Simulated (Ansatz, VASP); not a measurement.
**GaCo in VASP and in Ansatz**

```
Ga Co
1.0
     2.87800    0.00000    0.00000
     0.00000    2.87800    0.00000
     0.00000    0.00000    2.87800
Ga Co
1 1
Direct
  0.50000 0.50000 0.50000
  0.00000 0.00000 0.00000
```

Alike in both runs: task single point; functional PBE; k mesh 8 × 8 × 8; occupations fermi-dirac, width 0.05 eV; collinear spin; fixed moment 3 μB.

|  | VASP | Ansatz |
| --- | --- | --- |
| version | VASP 6.6.1 | Ansatz 0.2.0 |
| potentials or method | VASP PAW PBE potentials, release 64 (Ga_d, Co) | Ansatz PAW |
| plane-wave cutoff (eV) | 520 | 420 |
| valence electrons in the cell | 22 | 30 |

VASP gave:

```
net moment per atom (μB)                                      : 1.50
size of the moment on the site where the two differ most (μB) : 0.37
```

What did Ansatz give for the same quantities?

net moment per atom (μB): 1.50; size of the moment on the site where the two differ most (μB): 0.26.

Site moments also hang on the region over which each program counts them. VASP's potentials hold 22 valence electrons a cell and Ansatz's 30, so a difference there can come from the potentials and not from the codes.
